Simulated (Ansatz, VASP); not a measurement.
Al16Au: VASP beside Ansatz

```xyz
17
Lattice="5.6324 0.0000 0.0000 0.0000 7.9655 0.0000 0.0000 0.0000 21.2294" Properties=species:S:1:pos:R:3 pbc="T T T"
Al    1.4081    1.9914    4.0000
Al    1.4081    5.9741    4.0000
Al    4.2243    1.9914    4.0000
Al    4.2243    5.9741    4.0000
Al    0.0000    0.0000    5.4081
Al    0.0000    3.9827    5.4081
Al    2.8162    0.0000    5.4081
Al    2.8162    3.9827    5.4081
Al    1.4081    1.9914    6.8803
Al    1.4081    5.9741    6.8803
Al    4.2243    1.9914    6.8803
Al    4.2243    5.9741    6.8803
Al    0.0000    0.0000    8.2294
Al    0.0000    3.9827    8.2294
Al    2.8162    0.0000    8.2294
Al    2.8162    3.9827    8.2294
Au    0.0000    1.9914   10.4294
```

Alike in both runs: task single point; functional PBE; dispersion D3(BJ); k mesh 5 × 4 × 1; occupations gaussian, width 0.1 eV; no spin polarisation.

```csv
,VASP,Ansatz
version,VASP 6.6.1,Ansatz 0.2.0
potentials or method,"VASP PAW PBE potentials, release 64 (Al, Au), cutoff 520 eV","scalar-relativistic, plane waves, PAW"
valence electrons in the cell,59,67
```

```csv
,VASP,Ansatz,Ansatz less VASP
gap on the k mesh at the Fermi level (eV),none,none,-
rms of the force components (eV/Å),0.321,0.321,-0.0001
```

Atom by atom the forces differ by 0.002 eV/Å (rms over components). A gap of «none» marks a metal or a gap that the smearing closes. VASP's potentials hold 59 valence electrons a cell and Ansatz's 67, so a difference there can come from the potentials and not from the codes.

Spin-orbit coupling is off throughout.
